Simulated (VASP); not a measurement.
# Mg15F32 (a cell with a defect) in VASP: single point with PBE

Aim: the single point of Mg15F32 (a cell with a defect) with PBE.

All numbers are computed with VASP 6.6.1; they aren't measurements. Logs are shortened: lines on timing, memory, paths and dates and some standing lists are left out, and cuts for length are marked.

**1. The cell of the first run**

The cell holds a defect, 47 atoms: a = 9.077 Å, b = 9.077 Å, c = 9.077 Å, α = 94.08°, β = 117.67°, γ = 117.67°.

**2. Single point, PBE, collinear spin (atoms taken out, then relaxed in part)**

Input file INCAR:

```
SYSTEM = Mg15F32
ALGO = Normal ; EDIFF = 1E-6
ENCUT = 520 ; GGA = PE
GGA_COMPAT = .FALSE. ; ISIF = 2
ISMEAR = 0 ; ISPIN = 2
KPAR = 2 ; LASPH = .TRUE.
LCHARG = .FALSE. ; LORBIT = 11
LREAL = Auto ; LWAVE = .FALSE.
MAGMOM = 0 0 0 0 0 0 0 0 0 0 0 0 0 0 0 0.333 0 0 0.333 0 0 0 0 0.333 0 0 0 0 0 0 0 0.333 0.333 0 0 0 0 0 0 0.333 0 0 0 0 0 0 0 ; NBANDS = 160
NCORE = 2 ; NELM = 200
PREC = Accurate ; SIGMA = 0.01
```

Input file KPOINTS:

```
Automatic mesh
0
Gamma
  2 2 2
  0.5 0.5 0.5
```

Input file POSCAR:

```
Mg15F32
1.0
   -4.6975810614     -4.6975810614      6.1859837852
   -4.6975810614      4.6975810614     -6.1859837852
    4.6975810614     -4.6975810614     -6.1859837852
Mg F
15 32
Direct
    0.0000000000      0.1275637658      0.6275637658
    0.0000000000      0.8750000000      0.3750000000
    0.0000000000      0.6224362342      0.1224362342
    0.5000000000      0.3750000000      0.3750000000
    0.5000000000      0.1250000000      0.1250000000
    0.5000000000      0.8750000000      0.8750000000
    0.5000000000      0.6250000000      0.6250000000
    0.0000000000      0.4986334074      0.5014314443
    0.0000000000      0.2513665926      0.2485685557
    1.0000000000      1.0014314443     -0.0013665926
    1.0000000000      0.7485685557      0.7513665926
    0.5062659486      0.5044743440      0.0044743440
    0.4937340514      0.2455256560      0.7455256560
    0.4937340514      0.9982083953      0.4982083953
    0.5062659486      0.7517916047      0.2517916047
    0.7866326199      0.1291548539      0.6291548539
    0.8051668834      0.9021187381      0.4021187381
    0.8051668834      0.6530481453      0.1530481453
    0.7866326199      0.4074777660      0.9074777660
    0.3040263256      0.1523228344      0.1513477067
    0.3040263256      0.9017034912      0.9026786190
    0.3040263256      0.6513477067      0.6523228344
    0.3040263256      0.4026786190      0.4017034912
    0.0000000000      0.2207770700      0.0292229300
    0.0000000000      0.9713460778      0.7761279409
    0.0000000000      0.7235057436      0.5264942564
    0.0000000000      0.4738720591      0.2786539222
    0.4946480559      0.2210666730      0.5235813829
    0.5000000000      0.9738421970      0.2761578030
    0.5053519441      0.7264186171      0.0289333270
    0.5000000000      0.4738421970      0.7761578030
    0.2133673801      0.6208451461      0.1208451461
    0.2133673801      0.3425222340      0.8425222340
    0.1948331166      0.0969518547      0.5969518547
    0.1948331166      0.8478812619      0.3478812619
    0.6959736744      0.5976771656      0.5986522933
    0.6959736744      0.3473213810      0.3482965088
    0.6959736744      0.0986522933      0.0976771656
    0.6959736744      0.8482965088      0.8473213810
    0.0000000000      0.5292229300      0.7207770700
    0.0000000000      0.2761279409      0.4713460778
    0.0000000000      0.0264942564      0.2235057436
    0.0000000000      0.7786539222      0.9738720591
    0.5053519441      0.5289333270      0.2264186171
    0.5000000000      0.2761578030      0.9738421970
    0.4946480559      0.0235813829      0.7210666730
    0.5000000000      0.7761578030      0.4738421970
```

Potentials or basis: VASP PAW PBE potentials, release 64 (Mg, F).

Started as:

```
> cat potpaw_PBE.64/Mg/POTCAR potpaw_PBE.64/F/POTCAR > POTCAR
> mpirun -np 4 vasp_std > vasp.out
```

OUTCAR:

```text
SYSTEM = Mg15F32
   EDIFF = 1E-6
   ENCUT = 520
   GGA = PE
   ISIF = 2
   ISMEAR = 0
   ISPIN = 2
   LASPH = .TRUE.
   LORBIT = 11
   LREAL = Auto
   NELM = 200
   PREC = Accurate

 ion  position               nearest neighbor table
   1  0.000  0.128  0.628-  16 1.95  33 1.95  25 2.03  41 2.03  34 2.05  17 2.05   2 3.12   8 3.63
                            10 3.63  15 3.65  13 3.65
   2  0.000  0.875  0.375-  17 2.01  18 2.01  34 2.01  35 2.01  26 2.01  42 2.01   1 3.12   3 3.12
                            12 3.62  13 3.62  14 3.62  15 3.62
   3  0.000  0.622  0.122-  19 1.95  32 1.95  27 2.03  43 2.03  35 2.05  18 2.05   2 3.12   9 3.63
                            11 3.63  14 3.65  12 3.65
   4  0.500  0.375  0.375-  28 2.01  44 2.01  36 2.02  20 2.02  37 2.02  23 2.02   5 3.09   7 3.09
                            12 3.66  13 3.66  14 3.66  15 3.66
   5  0.500  0.125  0.125-  29 2.01  45 2.01  37 2.02  21 2.02  38 2.02  20 2.02   4 3.09   6 3.09
[... 39 lines left out ...]
  34  0.195  0.097  0.597-  13 1.99   2 2.01   1 2.05
  35  0.195  0.848  0.348-  14 1.99   2 2.01   3 2.05
  36  0.696  0.598  0.599-  11 2.02   7 2.02   4 2.02
  37  0.696  0.347  0.348-   8 2.02   5 2.02   4 2.02
  38  0.696  0.099  0.098-   9 2.02   5 2.02   6 2.02
  39  0.696  0.848  0.847-  10 2.02   7 2.02   6 2.02
  40  0.000  0.529  0.721-   8 1.99  11 1.99
  41  0.000  0.276  0.471-   9 2.02   8 2.02   1 2.03
  42  0.000  0.026  0.224-   2 2.01   9 2.04  10 2.04
  43  0.000  0.779  0.974-  10 2.02  11 2.02   3 2.03
  44  0.505  0.529  0.226-   4 2.01  12 2.02  15 2.02
  45  0.500  0.276  0.974-   5 2.01  12 2.04  13 2.04
  46  0.495  0.024  0.721-   6 2.01  13 2.02  14 2.02
  47  0.500  0.776  0.474-   7 2.01  14 2.04  15 2.04

  LATTYP: Found a body centered tetragonal cell.
 ALAT       =     9.3951621228
 C/A-ratio  =     1.3168445003

  Lattice vectors:

 A1 = (   4.6975810614,  -4.6975810614,   6.1859837852)
 A2 = (  -4.6975810614,   4.6975810614,   6.1859837852)
 A3 = (  -4.6975810614,  -4.6975810614,  -6.1859837852)

Analysis of symmetry for initial positions (statically):
=====================================================================
 Subroutine PRICEL returns:
 Original cell was already a primitive cell.

 Routine SETGRP: Setting up the symmetry group for a
 body centered tetragonal supercell.

 Subroutine GETGRP returns: Found  8 space group operations
 (whereof  2 operations were pure point group operations)
 out of a pool of 16 trial point group operations.

The static configuration has the point symmetry C_1h.
 The point group associated with its full space group is D_2h.

Analysis of symmetry for dynamics (positions and initial velocities):
=====================================================================
 Subroutine PRICEL returns:
 Original cell was already a primitive cell.

 Routine SETGRP: Setting up the symmetry group for a
 body centered tetragonal supercell.

 Subroutine GETGRP returns: Found  8 space group operations
 (whereof  2 operations were pure point group operations)
 out of a pool of 16 trial point group operations.

The dynamic configuration has the point symmetry C_1h.
 The point group associated with its full space group is D_2h.

Analysis of structural, dynamic, and magnetic symmetry:
=====================================================================
 Subroutine PRICEL returns:
 Original cell was already a primitive cell.

 Routine SETGRP: Setting up the symmetry group for a
 body centered tetragonal supercell.

 Subroutine GETGRP returns: Found  8 space group operations
 (whereof  2 operations were pure point group operations)
 out of a pool of 16 trial point group operations.

The overall configuration has the point symmetry C_1h.
 The point group associated with its full space group is D_2h.

 Subroutine INISYM returns: Found  8 space group operations
 (whereof  2 operations are pure point group operations),
 and found     1 'primitive' translations

----------------------------------------------------------------------------------------

                                     Primitive cell

  volume of cell :     546.0310

  direct lattice vectors                    reciprocal lattice vectors
    -4.697581061 -4.697581061  6.185983785    -0.106437759 -0.106437759  0.000000000
    -4.697581061  4.697581061 -6.185983785    -0.106437759  0.000000000 -0.080827887
[... 146 lines left out ...]
   ICHARG =      2    charge: 1-file 2-atom 10-const
   ISPIN  =      2    spin polarized calculation?
   LNONCOLLINEAR =      F non collinear calculations
   LSORBIT =      F    spin-orbit coupling
   LASPH  =      T    aspherical Exc in radial PAW
   ENCUT  =  520.0 eV  38.22 Ry    6.18 a.u.  16.88 16.88 16.88*2*pi/ulx,y,z
   NELM   =    200;   NELMIN=  2; NELMDL= -5     # of ELM steps
   EDIFF  = 0.1E-05   stopping-criterion for ELM
   LREAL  =      T    real-space projection
   EDIFFG = 0.1E-04   stopping-criterion for IOM
   NSW    =      0    number of steps for IOM
   IBRION =     -1    ionic relax: 0-MD 1-quasi-New 2-CG
   NFREE  =      0    steps in history (QN), initial steepest desc. (CG)
   ISIF   =      2    stress and relaxation
   ISYM   =      2    0-nonsym 1-usesym 2-fastsym
   POTIM  = 0.5000    time-step for ionic-motion
   TEBEG  =    0.0;   TEEND  =   0.0 temperature during run
   PSTRESS=    0.0 pullay stress
   NELECT =     254.0000    total number of electrons
   NUPDOWN=      -1.0000    fix difference up-down
   EMIN   =  10.00;   EMAX   =-10.00  energy-range for DOS
   EFERMI =   0.00;   METHOD = LEGACY
   ISMEAR =     0;   SIGMA  =   0.01  broadening in eV -4-tet -1-fermi 0-gaus
   EFERMI_NEDOS =   21; number of points for ismear=-14 and -15
   IALGO  =     38    algorithm
   IMIX   =      4    mixing-type and parameters
     AMIX     =   0.40;   BMIX     =  1.00
     AMIX_MAG =   1.60;   BMIX_MAG =  1.00
  volume/ion in A,a.u.               =      11.62        78.40
  Fermi-wavevector in a.u.,A,eV,Ry     =   1.268470  2.397061 21.892003  1.609017
  Thomas-Fermi vector in A             =   2.401563
   LORBIT       =     11    0 simple, 1 ext, 2 COOP (PROOUT), +10 PAW based schemes
   GGA     = PE    functional components
   LHFCALC =     F    Hartree Fock is set to
   AEXX    =    0.0000 exact exchange contribution
   IVDW    =     0    specifies the selected vdW correction
   LEPSILON=     F    determine dielectric tensor
   LRPA    =     F    only Hartree local field effects (RPA)
 spin polarized calculation
 Gauss-broadening in eV      SIGMA  =   0.01
  energy-cutoff  :      520.00
  volume of cell :      546.03
 maximum number of plane-waves:     14719
 NGX is ok and might be reduce to    70
   NGX = 33   NGY = 33   NGZ = 33

 number of electron     254.0000047 magnetization       0.0328878

 number of electron     254.0000047 magnetization      -0.0987220

 Free energy of the ion-electron system (eV)
  ---------------------------------------------------
  ext. energy  EPLUGINS =         0.00000000
  ---------------------------------------------------
  free energy    TOTEN  =      -237.91291180 eV

  energy without entropy =     -237.91197869  energy(sigma->0) =     -237.91244525

 E-fermi :  -1.8953     XC(G=0):  -9.3873

 val. band max:       -1.9043714763   @ k =  -0.2500   0.2500   0.2500
 cond. band min:      -1.8848021684   @ k =   0.2500  -0.2500   0.2500
 fundamental gap:      0.0195693080
 Fermi energy:        -1.8953477876

 spin component 1

 k-point     1 :       0.2500    0.2500    0.2500
  band No.  band energies     occupation
      1     -22.3773      1.00000
      2     -22.3045      1.00000
      3     -22.2934      1.00000
      4     -22.1564      1.00000
      5     -22.0973      1.00000
      6     -22.0561      1.00000
[... 415 lines left out ...]
    138       9.3828      0.00000
    139      10.0751      0.00000
 Fermi energy:        -1.8953477876

 spin component 2

 k-point     1 :       0.2500    0.2500    0.2500
  band No.  band energies     occupation
      1     -22.3438      1.00000
      2     -22.3067      1.00000
      3     -22.2589      1.00000
      4     -22.1653      1.00000
      5     -22.0909      1.00000
      6     -22.0723      1.00000
[... 415 lines left out ...]
    138       9.3835      0.00000
    139      10.0724      0.00000
 [bands above 139 left out]

------------------------ aborting loop because EDIFF is reached ----------------------------------------

  FORCE on cell =-STRESS in cart. coord.  units (eV):
  Direction    XX          YY          ZZ          XY          YZ          ZX
  --------------------------------------------------------------------------------------
  -------------------------------------------------------------------------------------
  Total        0.9432602      0.9432602     -0.5350190      1.3349866      0.0000000      0.0000000
  in kB        2.7677366      2.7677366     -1.5698656      3.9171494      0.0000000      0.0000000
  external PRESSURE =       1.3218692 kB  Pullay stress =       0.0000000 kB

 VOLUME and BASIS-vectors are now :
 -----------------------------------------------------------------------------
  energy-cutoff  :      520.00
  volume of cell :      546.03
      direct lattice vectors                 reciprocal lattice vectors
    -4.697581061 -4.697581061  6.185983785    -0.106437759 -0.106437759  0.000000000
    -4.697581061  4.697581061 -6.185983785    -0.106437759  0.000000000 -0.080827887
     4.697581061 -4.697581061 -6.185983785     0.000000000 -0.106437759 -0.080827887

 POSITION                                       TOTAL-FORCE (eV/Angst)
 -----------------------------------------------------------------------------------
      2.34879     -2.34879     -4.67121        -0.000000     -0.000000     -0.016718
     -2.34879      2.34879     -7.73248        -0.000000     -0.000000     -0.000000
     -2.34879      2.34879     -4.60777        -0.000000     -0.000000      0.016718
     -2.34879     -2.34879     -1.54650        -0.000000     -0.000000     -0.000000
     -2.34879     -2.34879      1.54650        -0.000000     -0.000000     -0.000000
     -2.34879     -2.34879     -7.73248        -0.000000     -0.000000     -0.000000
[... 39 lines left out ...]
      0.95284     -5.60014     -1.54650         0.015166     -0.001167     -0.000000
     -3.76894     -0.92864     -4.63949        -0.007208      0.007208     -0.000000
 -----------------------------------------------------------------------------------
    total drift:                                0.000000     -0.000000     -0.000000

  FREE ENERGIE OF THE ION-ELECTRON SYSTEM (eV)
  ---------------------------------------------------
  free  energy   TOTEN  =      -237.9129118026 eV

  energy  without entropy=     -237.9119786932  energy(sigma->0) =     -237.91244525

 total charge

# of ion       s       p       d       tot
------------------------------------------
    1        0.120   0.150   0.073   0.344
    2        0.120   0.149   0.071   0.340
    3        0.120   0.150   0.073   0.344
    4        0.118   0.146   0.070   0.334
    5        0.119   0.147   0.070   0.337
    6        0.118   0.146   0.070   0.334
[... 39 lines left out ...]
   46        1.730   4.420   0.000   6.150
   47        1.733   4.396   0.000   6.129
--------------------------------------------------
tot         57.246 142.911   1.069 201.225

 magnetization (x)

# of ion       s       p       d       tot
------------------------------------------
    1       -0.000  -0.000  -0.000  -0.000
    2        0.000   0.000   0.000   0.000
    3       -0.000  -0.000  -0.000  -0.000
    4        0.000   0.000   0.000   0.000
    5       -0.000  -0.000  -0.000  -0.000
    6        0.000   0.000   0.000   0.000
[... 39 lines left out ...]
   46       -0.000  -0.005   0.000  -0.005
   47        0.000   0.040   0.000   0.040
--------------------------------------------------
tot         -0.000  -0.054   0.001  -0.054
```

It took 56 min on 4 MPI ranks of Intel Xeon Platinum 8488C (Sapphire Rapids), shared host; peak memory 0.71 GiB.

Results:

```yaml
Free_energy: -237.9129 eV
Pressure: 0.1 GPa
Largest_force: 0.131 eV/Å
Band_gap_on_the_k_mesh: 0.02 eV
Net_moment: -0.10 μB per cell
Site_moments: Mg -0.00, +0.00 (each value once); F +0.10, -0.00, -0.01, -0.21, -0.02, +0.04 (each value once) μB
Valence_electrons_inside_the_program's_atomic_spheres: Mg 0.34, 0.33 (each value once); F 6.07, 6.15, 6.14, 6.05, 6.13 (each value once)
```

Forces in eV/Å, atoms in the order of the input:
```
Mg   0.000  0.000 -0.017
Mg   0.000  0.000  0.000
Mg   0.000  0.000  0.017
Mg   0.000  0.000  0.000
Mg   0.000  0.000  0.000
Mg   0.000  0.000  0.000
Mg   0.000  0.000  0.000
Mg   0.013 -0.013 -0.018
Mg  -0.013  0.013  0.018
Mg  -0.013  0.013 -0.018
Mg   0.013 -0.013  0.018
Mg   0.005  0.005 -0.031
Mg  -0.005 -0.005  0.031
Mg  -0.005 -0.005 -0.031
Mg   0.005  0.005  0.031
F    0.012  0.012  0.025
F    0.001  0.001 -0.003
F    0.001  0.001  0.003
F    0.012  0.012 -0.025
F   -0.002 -0.001 -0.001
F   -0.001 -0.002  0.001
F   -0.001 -0.002 -0.001
F   -0.002 -0.001  0.001
F    0.093 -0.093  0.000
F    0.013 -0.013  0.012
F   -0.009  0.009  0.000
F    0.013 -0.013 -0.012
F   -0.001  0.015  0.000
F    0.007 -0.007  0.000
F   -0.015  0.001  0.000
F    0.007 -0.007  0.000
F   -0.012 -0.012 -0.025
F   -0.012 -0.012  0.025
F   -0.001 -0.001 -0.003
F   -0.001 -0.001  0.003
F    0.002  0.001  0.001
F    0.002  0.001 -0.001
F    0.001  0.002  0.001
F    0.001  0.002 -0.001
F   -0.093  0.093  0.000
F   -0.013  0.013  0.012
F    0.009 -0.009  0.000
F   -0.013  0.013 -0.012
F    0.001 -0.015  0.000
F   -0.007  0.007  0.000
F    0.015 -0.001  0.000
F   -0.007  0.007  0.000
```

Stress tensor (GPa, compression positive):
```
 0.28  0.39  0.00
 0.39  0.28  0.00
 0.00  0.00 -0.16
```

Caveat: the cell differs from its parent crystal (atoms taken out, then relaxed in part).
